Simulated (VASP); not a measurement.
Write the native input for VASP 6.6.1 that does the following.

```yaml
Task: single point
Functional: LDA
Potentials_or_basis: VASP PAW LDA potentials, release 64 (C)
Cutoff: 520 eV
k_mesh: 12 × 12 × 12
Occupations: gaussian, width 0.05 eV
Spin: no spin polarisation
Dipole_correction: no
Further_INCAR_settings: ALGO = Normal; EDIFF = 1e-06; NBANDS = 11
```

The structure of C lies in POSCAR:

```
C
1.0
    0.0000000000      1.8217417046      1.7783842520
    1.8217417046      0.0000000000      1.7783842520
    1.8217417046      1.8217417046      0.0000000000
C
2
Direct
    0.5000000000      0.5000000000      0.5000000000
    0.7500000000      0.7500000000      0.7500000000
```

This cell differs from its parent crystal: volume 5.902 Å^3 an atom, c/a of the conventional cell 0.9762.

These files were run (other wordings do the same):

INCAR

```
PREC = Accurate
ENCUT = 520
EDIFF = 1E-6
ISMEAR = 0
SIGMA = 0.05
LREAL = F
LASPH = T
NELM = 100
ALGO = Normal
ISIF = 2
LWAVE = F
LCHARG = F
GGA = CA
NBANDS = 11
```

KPOINTS

```
Automatic mesh
0
Gamma
  12 12 12
```

Potentials or basis: VASP PAW LDA potentials, release 64 (C).

Run with:

```console
$ cat potpaw_LDA.64/C/POTCAR > POTCAR
$ mpirun -np 1 vasp_std > vasp.out
```

It gave:

| Property | Result |
| --- | --- |
| Pressure | -27.3 GPa |
| Band gap on the k mesh | 3.44 eV, indirect (least direct gap 5.02 eV) |

Run time: 28 s on 1 thread of Intel Xeon 8259CL (shared host), peak memory 0.12 GiB.
